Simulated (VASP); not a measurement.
# Ru (P6_3/mmc) in VASP: a series of runs

Ru is run at these levels: PBE; tasks: single point.

All numbers are computed with VASP 6.6.1; they aren't measurements. Logs are shortened: lines on timing, memory, paths and dates and some standing lists are left out, and cuts for length are marked.

### 1 The cell of the first run

It takes space group P6_3/mmc (No. 194, hexagonal). Conventional cell: a = 2.706 Å, b = 2.706 Å, c = 3.854 Å, α = 90.00°, β = 90.00°, γ = 120.00°. Ru (site symmetry -6m2) has 12 Ru at 2.48 to 2.71 Å within 3.3 Å.

### 2 Single point, PBE (strain -0.1000 x Voigt [0, 0, 1, 0, 0, 0])

The input, INCAR:

```
SYSTEM = Ru
PREC = Accurate ; ENCUT = 500
EDIFF = 1E-6 ; ISMEAR = 0
SIGMA = 0.15 ; LREAL = .FALSE.
LASPH = .TRUE. ; NELM = 120
ALGO = Normal ; ISIF = 2
LWAVE = .FALSE. ; LCHARG = .FALSE.
GGA = PE ; NBANDS = 21
GGA_COMPAT = .FALSE.
```

The input, KPOINTS:

```
regular mesh
0
G
  24 24 12
  0 0 0
```

The input, POSCAR:

```
Ru
1.0
    2.7057993342      0.0000000000      0.0000000000
   -1.3528996671      2.3432909610      0.0000000000
    0.0000000000      0.0000000000      3.8537100000
Ru
2
Direct
    0.3333333333      0.6666666667      0.2500000000
    0.6666666667      0.3333333333      0.7500000000
```

Potentials or basis: VASP PAW PBE potentials, release 64 (Ru_pv).

On the command line:

```sh
$ cat potpaw_PBE.64/Ru_pv/POTCAR > POTCAR
$ mpirun -np 1 vasp_std > vasp.out
```

OUTCAR:

```text
SYSTEM = Ru
   PREC = Accurate
   ENCUT = 500
   EDIFF = 1E-6
   ISMEAR = 0
   LREAL = .FALSE.
   LASPH = .TRUE.
   NELM = 120
   ISIF = 2
   GGA = PE

 ion  position               nearest neighbor table
   1  0.333  0.667  0.250-   2 2.48   2 2.48   2 2.48   2 2.48   2 2.48   2 2.48
   2  0.667  0.333  0.750-   1 2.48   1 2.48   1 2.48   1 2.48   1 2.48   1 2.48

  LATTYP: Found a hexagonal cell.
 ALAT       =     2.7057993342
 C/A-ratio  =     1.4242408708

  Lattice vectors:

 A1 = (   2.7057993342,   0.0000000000,   0.0000000000)
 A2 = (  -1.3528996671,   2.3432909610,   0.0000000000)
 A3 = (   0.0000000000,   0.0000000000,   3.8537100000)

Analysis of symmetry for initial positions (statically):
=====================================================================
 Subroutine PRICEL returns:
 Original cell was already a primitive cell.

 Routine SETGRP: Setting up the symmetry group for a
 hexagonal supercell.

 Subroutine GETGRP returns: Found 24 space group operations
 (whereof 12 operations were pure point group operations)
 out of a pool of 24 trial point group operations.

The static configuration has the point symmetry D_3d.
 The point group associated with its full space group is D_6h.

Analysis of symmetry for dynamics (positions and initial velocities):
=====================================================================
 Subroutine PRICEL returns:
 Original cell was already a primitive cell.

 Routine SETGRP: Setting up the symmetry group for a
 hexagonal supercell.

 Subroutine GETGRP returns: Found 24 space group operations
 (whereof 12 operations were pure point group operations)
 out of a pool of 24 trial point group operations.

The dynamic configuration has the point symmetry D_3d.
 The point group associated with its full space group is D_6h.

 Subroutine INISYM returns: Found 24 space group operations
 (whereof 12 operations are pure point group operations),
 and found     1 'primitive' translations

----------------------------------------------------------------------------------------

                                     Primitive cell

  volume of cell :      24.4344

  direct lattice vectors                    reciprocal lattice vectors
     2.705799334  0.000000000  0.000000000     0.369576556  0.213375124  0.000000000
    -1.352899667  2.343290961  0.000000000     0.000000000  0.426750249  0.000000000
     0.000000000  0.000000000  3.853710000     0.000000000  0.000000000  0.259490206

  length of vectors
     2.705799334  2.705799334  3.853710000     0.426750249  0.426750249  0.259490206

  position of ions in fractional coordinates (direct lattice)
     0.333333333  0.666666667  0.250000000
     0.666666667  0.333333333  0.750000000

  ion indices of the primitive-cell ions
   primitive index   ion index
                 1           1
                 2           2

----------------------------------------------------------------------------------------

 KPOINTS: regular mesh

Automatic generation of k-mesh.
 Grid dimensions read from file:
 generate k-points for:   24   24   12

 Generating k-lattice:

  Cartesian coordinates                     Fractional coordinates (reciprocal lattice)
     0.015399023  0.008890630  0.000000000     0.041666667  0.000000000  0.000000000
     0.000000000  0.017781260  0.000000000     0.000000000  0.041666667  0.000000000
     0.000000000  0.000000000  0.021624184     0.000000000  0.000000000  0.083333333

  Length of vectors
     0.017781260  0.017781260  0.021624184

  Shift w.r.t. Gamma in fractional coordinates (k-lattice)
     0.000000000  0.000000000  0.000000000

 Subroutine IBZKPT returns following result:
 ===========================================

 Found    427 irreducible k-points:

 Following reciprocal coordinates:
            Coordinates               Weight
  0.000000  0.000000  0.000000      1.000000
  0.041667  0.000000  0.000000      6.000000
  0.083333  0.000000  0.000000      6.000000
  0.125000  0.000000  0.000000      6.000000
  0.166667  0.000000  0.000000      6.000000
  0.208333  0.000000  0.000000      6.000000
[... 16 lines left out ...]
  0.416667  0.041667  0.000000     12.000000
  0.458333  0.041667  0.000000     12.000000
 [... further k-points ...]
   k-points           NKPTS =    427   k-points in BZ     NKDIM =    427   number of bands    NBANDS=     21
   number of dos      NEDOS =    301   number of ions     NIONS =      2
   total plane-waves  NPLWV =  11200
   dimension x,y,z NGX =    20 NGY =   20 NGZ =   28
   dimension x,y,z NGXF=    40 NGYF=   40 NGZF=   56
   ions per type =               2
   NGX,Y,Z   is equivalent  to a cutoff of  12.29, 12.29, 12.08 a.u.
   NGXF,Y,Z  is equivalent  to a cutoff of  24.58, 24.58, 24.16 a.u.
 SYSTEM =  Ru
   PREC   = accura    normal or accurate (medium, high low for compatibility)
   ISTART =      0    job   : 0-new  1-cont  2-samecut
   ICHARG =      2    charge: 1-file 2-atom 10-const
   ISPIN  =      1    spin polarized calculation?
   LNONCOLLINEAR =      F non collinear calculations
   LSORBIT =      F    spin-orbit coupling
   LASPH  =      T    aspherical Exc in radial PAW
   ENCUT  =  500.0 eV  36.75 Ry    6.06 a.u.   4.93  4.93  7.03*2*pi/ulx,y,z
   NELM   =    120;   NELMIN=  2; NELMDL= -5     # of ELM steps
   EDIFF  = 0.1E-05   stopping-criterion for ELM
   LREAL  =      F    real-space projection
   EDIFFG = 0.1E-04   stopping-criterion for IOM
   NSW    =      0    number of steps for IOM
   IBRION =     -1    ionic relax: 0-MD 1-quasi-New 2-CG
   NFREE  =      0    steps in history (QN), initial steepest desc. (CG)
   ISIF   =      2    stress and relaxation
   ISYM   =      2    0-nonsym 1-usesym 2-fastsym
   POTIM  = 0.5000    time-step for ionic-motion
   TEBEG  =    0.0;   TEEND  =   0.0 temperature during run
   PSTRESS=    0.0 pullay stress
   NELECT =      28.0000    total number of electrons
   NUPDOWN=      -1.0000    fix difference up-down
   EMIN   =  10.00;   EMAX   =-10.00  energy-range for DOS
   EFERMI =   0.00;   METHOD = LEGACY
   ISMEAR =     0;   SIGMA  =   0.15  broadening in eV -4-tet -1-fermi 0-gaus
   EFERMI_NEDOS =   21; number of points for ismear=-14 and -15
   IALGO  =     38    algorithm
   IMIX   =      4    mixing-type and parameters
     AMIX     =   0.40;   BMIX     =  1.00
     AMIX_MAG =   1.60;   BMIX_MAG =  1.00
  volume/ion in A,a.u.               =      12.22        82.45
  Fermi-wavevector in a.u.,A,eV,Ry     =   1.713144  3.237373 39.931232  2.934863
  Thomas-Fermi vector in A             =   2.790942
   LORBIT       =      0    0 simple, 1 ext, 2 COOP (PROOUT), +10 PAW based schemes
   GGA     = PE    functional components
   LHFCALC =     F    Hartree Fock is set to
   AEXX    =    0.0000 exact exchange contribution
   IVDW    =     0    specifies the selected vdW correction
   LEPSILON=     F    determine dielectric tensor
   LRPA    =     F    only Hartree local field effects (RPA)
 non-spin polarized calculation
 Gauss-broadening in eV      SIGMA  =   0.15
  energy-cutoff  :      500.00
  volume of cell :       24.43
 maximum number of plane-waves:       642
 NGX is ok and might be reduce to    20
   NGX =  9   NGY =  9   NGZ = 15

 number of electron      28.0000008 magnetization

 Free energy of the ion-electron system (eV)
  ---------------------------------------------------
  ext. energy  EPLUGINS =         0.00000000
  ---------------------------------------------------
  free energy    TOTEN  =       -17.68229483 eV

  energy without entropy =      -17.66794264  energy(sigma->0) =      -17.67511874

 E-fermi :  14.9290     XC(G=0): -14.7682

 val. band max:       14.9273813999   @ k =   0.2500   0.1250   0.0833
 cond. band min:      14.9352327074   @ k =   0.3333   0.0417   0.0833
 fundamental gap:      0.0078513075
 Fermi energy:        14.9290168552

 k-point     1 :       0.0000    0.0000    0.0000
  band No.  band energies     occupation
      1     -29.4266      2.00000
      2     -28.1104      2.00000
      3     -28.1104      2.00000
      4     -27.7221      2.00000
      5     -27.7221      2.00000
      6     -27.5092      2.00000
[... 13 lines left out ...]
     20      25.2174      0.00000
     21      27.9522      0.00000

 k-point     2 :       0.0417    0.0000    0.0000
  band No.  band energies     occupation
      1     -29.4181      2.00000
      2     -28.1232      2.00000
      3     -28.1161      2.00000
      4     -27.7363      2.00000
      5     -27.7226      2.00000
      6     -27.5153      2.00000
[... 13 lines left out ...]
     20      25.2173      0.00000
     21      27.9556      0.00000

 k-point     3 :       0.0833    0.0000    0.0000
  band No.  band energies     occupation
      1     -29.3928      2.00000
      2     -28.1608      2.00000
      3     -28.1326      2.00000
      4     -27.7778      2.00000
      5     -27.7242      2.00000
      6     -27.5332      2.00000
[... 13 lines left out ...]
     20      25.2174      0.00000
     21      27.9563      0.00000

 k-point     4 :       0.1250    0.0000    0.0000
  band No.  band energies     occupation
      1     -29.3515      2.00000
      2     -28.2207      2.00000
      3     -28.1582      2.00000
      4     -27.8429      2.00000
      5     -27.7273      2.00000
      6     -27.5630      2.00000
[... 13 lines left out ...]
     20      25.2174      0.00000
     21      27.9325      0.00000

 k-point     5 :       0.1667    0.0000    0.0000
  band No.  band energies     occupation
      1     -29.2953      2.00000
      2     -28.2991      2.00000
      3     -28.1906      2.00000
      4     -27.9261      2.00000
      5     -27.7322      2.00000
      6     -27.6040      2.00000
[... 13 lines left out ...]
     20      25.2173      0.00000
     21      27.8641      0.00000
[... 382 lines left out ...]
     20      25.6372      0.00000
     21      27.1122      0.00000

 k-point    22 :       0.3750    0.0417    0.0000
  band No.  band energies     occupation
      1     -28.8251      2.00000
      2     -28.7926      2.00000
      3     -28.4261      2.00000
      4     -28.3631      2.00000
      5     -27.9782      2.00000
      6     -27.7860      2.00000
[... 13 lines left out ...]
     20      25.2172      0.00000
     21      27.2248      0.00000

 k-point    23 :       0.4167    0.0417    0.0000
  band No.  band energies     occupation
      1     -28.8430      2.00000
      2     -28.7515      2.00000
      3     -28.4578      2.00000
      4     -28.3935      2.00000
      5     -28.0422      2.00000
      6     -27.7918      2.00000
[... 13 lines left out ...]
     20      25.2168      0.00000
     21      27.1877      0.00000

 k-point    24 :       0.4583    0.0417    0.0000
  band No.  band energies     occupation
      1     -28.8690      2.00000
      2     -28.7075      2.00000
      3     -28.4758      2.00000
      4     -28.4073      2.00000
      5     -28.0812      2.00000
      6     -27.7948      2.00000
[... 13 lines left out ...]
     20      25.2164      0.00000
     21      27.1844      0.00000

 [... further k-points ...]
[... 5 lines left out ...]
  --------------------------------------------------------------------------------------
  -------------------------------------------------------------------------------------
  Total        5.4277361      5.4277361     15.1275548      0.0000000      0.0000000      0.0000000
  in kB      355.9003949    355.9003949    991.9241987      0.0000000      0.0000000      0.0000000
  external PRESSURE =     567.9083295 kB  Pullay stress =       0.0000000 kB

 VOLUME and BASIS-vectors are now :
 -----------------------------------------------------------------------------
  energy-cutoff  :      500.00
  volume of cell :       24.43
      direct lattice vectors                 reciprocal lattice vectors
     2.705799334  0.000000000  0.000000000     0.369576556  0.213375124  0.000000000
    -1.352899667  2.343290961  0.000000000     0.000000000  0.426750249  0.000000000
     0.000000000  0.000000000  3.853710000     0.000000000  0.000000000  0.259490206

 POSITION                                       TOTAL-FORCE (eV/Angst)
 -----------------------------------------------------------------------------------
     -0.00000      1.56219      0.96343        -0.000000      0.000000      0.000000
      1.35290      0.78110      2.89028         0.000000     -0.000000      0.000000
 -----------------------------------------------------------------------------------
    total drift:                               -0.000000      0.000000     -0.000000

  FREE ENERGIE OF THE ION-ELECTRON SYSTEM (eV)
  ---------------------------------------------------
  free  energy   TOTEN  =       -17.6822948324 eV

  energy  without entropy=      -17.6679426378  energy(sigma->0) =      -17.67511874
```

Wall time 85 s (1 thread of Intel Xeon 6975P-C (Granite Rapids), shared host); peak memory 0.26 GiB.

What came out:

| Quantity | Value |
| --- | --- |
| Free energy | -17.6823 eV |
| Pressure | 56.8 GPa |
| Band gap on the k mesh | zero (bands 14 and 15 overlap by 3.36 eV) |

Levels at points of the mesh, in eV from the Fermi level:
```csv
k point,band 12,band 13,band 14,band 15,band 16,band 17
"(0.00, 0.00, 0.00)",-2.60,-2.16,-2.16,-1.75,1.30,1.30
"(0.50, 0.00, 0.00)",-1.66,-1.11,0.88,1.71,2.76,4.28
"(0.00, 0.00, 0.50)",-3.83,-2.38,-2.38,0.83,0.83,0.83
"(0.50, 0.00, 0.50)",-1.76,0.40,0.40,1.43,1.43,3.60
```

Caveat: the cell differs from its parent crystal (strain -0.1000 x Voigt [0, 0, 1, 0, 0, 0]); the cell stands under pressure.

### 3 Single point, PBE (strain -0.0750 x Voigt [0, 0, 1, 0, 0, 0])

The input, INCAR:

```
SYSTEM = Ru
PREC = Accurate
ENCUT = 500
EDIFF = 1E-6
ISMEAR = 0
SIGMA = 0.15
LREAL = .False.
LASPH = .True.
NELM = 120
ALGO = Normal
ISIF = 2
LWAVE = .False.
LCHARG = .True.
GGA = PE
LELF = .True.
LVHAR = .True.
NBANDS = 21
GGA_COMPAT = .False.
```

The input, KPOINTS:

```
Automatic mesh
0
Gamma
  24 24 12
  0 0 0
```

POSCAR: that of step 2 with these lines changed.

```diff
@@ -4,3 +4,3 @@
    -1.3528996671      2.3432909610      0.0000000000
-    0.0000000000      0.0000000000      3.8537100000
+    0.0000000000      0.0000000000      3.9607575000
 Ru
```

Potentials or basis: VASP PAW PBE potentials, release 64 (Ru_pv).

On the command line:

```sh
$ cat potpaw_PBE.64/Ru_pv/POTCAR > POTCAR
$ mpirun -np 1 vasp_std > vasp.out
```

Run time: 74 s. Hardware: 1 thread of Intel Xeon 6975P-C (Granite Rapids), shared host; peak memory 0.26 GiB.

The run converged. Its results:

```
Free energy            : -18.0392 eV
Pressure               : 39.8 GPa
Band gap on the k mesh : zero (bands 14 and 15 overlap by 3.43 eV)
```

Stress tensor (GPa, compression positive):
```
24.85  0.00  0.00
 0.00 24.85  0.00
 0.00  0.00 69.67
```

Levels at points of the mesh, in eV from the Fermi level:
| k point | band 10 | band 11 | band 12 | band 13 | band 14 | band 15 | band 16 | band 17 | band 18 | band 19 |
| --- | --- | --- | --- | --- | --- | --- | --- | --- | --- | --- |
| (0.00, 0.00, 0.00) | -3.08 | -2.26 | -2.26 | -2.09 | -2.09 | -1.94 | 1.27 | 1.27 | 2.40 | 10.31 |
| (0.50, 0.00, 0.00) | -4.02 | -2.24 | -1.79 | -1.23 | 1.04 | 1.74 | 2.52 | 4.24 | 6.40 | 10.31 |
| (0.00, 0.00, 0.50) | -3.51 | -3.51 | -3.51 | -2.50 | -2.50 | 0.72 | 0.72 | 0.72 | 0.72 | 10.31 |
| (0.50, 0.00, 0.50) | -4.80 | -1.56 | -1.56 | 0.41 | 0.41 | 1.50 | 1.50 | 3.56 | 3.56 | 10.31 |

Caveat: the cell differs from its parent crystal (strain -0.0750 x Voigt [0, 0, 1, 0, 0, 0]); the cell stands under pressure.

### 4 Single point, PBE (strain -0.0500 x Voigt [0, 0, 1, 0, 0, 0])

The input, INCAR:

```
PREC = Accurate
ENCUT = 500
EDIFF = 1E-6
ISMEAR = 0
SIGMA = 0.15
LREAL = F
LASPH = T
NELM = 120
ALGO = Normal
ISIF = 2
LWAVE = F
LCHARG = F
GGA = PE
NBANDS = 21
GGA_COMPAT = F
```

The input, KPOINTS:

```
Automatic mesh
0
Gamma
  24 24 12
```

POSCAR: that of step 3 with these lines changed.

```diff
@@ -4,3 +4,3 @@
    -1.3528996671      2.3432909610      0.0000000000
-    0.0000000000      0.0000000000      3.9607575000
+    0.0000000000      0.0000000000      4.0678050000
 Ru
```

On the command line:

```sh
$ cat potpaw_PBE.64/Ru_pv/POTCAR > POTCAR
$ mpirun -np 1 vasp_std > vasp.out
```

Run time: 85 s. Hardware: 1 thread of Intel Xeon 6975P-C (Granite Rapids), shared host; peak memory 0.27 GiB.

Results (log left out):

```
Free energy            : -18.2794 eV
Pressure               : 25.7 GPa
Band gap on the k mesh : zero (bands 14 and 15 overlap by 3.46 eV)
```

Stress tensor (GPa, compression positive):
```
16.60  0.00  0.00
 0.00 16.60  0.00
 0.00  0.00 43.96
```

Levels at points of the mesh, in eV from the Fermi level:
| k point | band 10 | band 11 | band 12 | band 13 | band 14 | band 15 | band 16 | band 17 | band 18 | band 19 |
| --- | --- | --- | --- | --- | --- | --- | --- | --- | --- | --- |
| (0.00, 0.00, 0.00) | -2.90 | -2.12 | -2.03 | -2.03 | -1.95 | -1.95 | 1.24 | 1.24 | 1.99 | 10.33 |
| (0.50, 0.00, 0.00) | -3.66 | -2.08 | -1.90 | -1.35 | 1.18 | 1.77 | 2.30 | 4.19 | 6.31 | 10.34 |
| (0.00, 0.00, 0.50) | -3.23 | -3.23 | -3.23 | -2.59 | -2.59 | 0.64 | 0.64 | 0.64 | 0.64 | 10.34 |
| (0.50, 0.00, 0.50) | -4.71 | -1.38 | -1.38 | 0.43 | 0.43 | 1.56 | 1.56 | 3.51 | 3.51 | 10.33 |

Caveat: the cell differs from its parent crystal (strain -0.0500 x Voigt [0, 0, 1, 0, 0, 0]); the cell stands under pressure.

[end of part 1 of 2]
